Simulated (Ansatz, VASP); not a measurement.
**TaN: VASP beside Ansatz**

```xyz
4
Lattice="3.0480 0.0000 0.0000 -1.5240 2.6396 0.0000 0.0000 0.0000 4.9180" Properties=species:S:1:pos:R:3 pbc="T T T"
Ta    0.0000    0.0000    0.0000
Ta    0.0000    0.0000    2.4590
N     0.0000    1.7598    1.2295
N     1.5240    0.8799    3.6885
```

Alike in both runs: task single point; functional r2SCAN; k mesh 7 × 7 × 4; occupations gaussian, width 0.05 eV; collinear spin; Hubbard terms Ta d U = 4.0 eV.

|  | VASP | Ansatz |
| --- | --- | --- |
| version | VASP 6.6.1 | Ansatz 0.2.0 |
| potentials or method | VASP PAW PBE potentials, release 64 (Ta_pv, N), cutoff 520 eV | scalar-relativistic, plane waves, PAW |
| valence electrons in the cell | 32 | 36 |

Ansatz gave:

- gap on the k mesh at the Fermi level (eV): none
- rms of the force components (eV/Å): 0.040
- net moment per atom (μB): 0.00
- size of the moment on the site where the two differ most (μB): 0.23

Question: What did VASP give for the same quantities?

Answer: gap on the k mesh at the Fermi level (eV): none; rms of the force components (eV/Å): 0.000; net moment per atom (μB): 0.00; size of the moment on the site where the two differ most (μB): 0.00.

VASP's potentials were made for PBE, not for r2SCAN. Site moments also hang on the region over which each program counts them. The programs project onto different local orbitals, so the same U acts differently, and such runs can settle in different states. Atom by atom the forces differ by 0.040 eV/Å (rms over components). A gap of «none» marks a metal or a gap that the smearing closes. VASP's potentials hold 32 valence electrons a cell and Ansatz's 36, so a difference there can come from the potentials and not from the codes. Ansatz's warnings: filled band counts differ across k points, specified occupation not kept, stability check not made, symmetry narrowed by occupation matrices.

Neither program's run includes spin-orbit coupling.
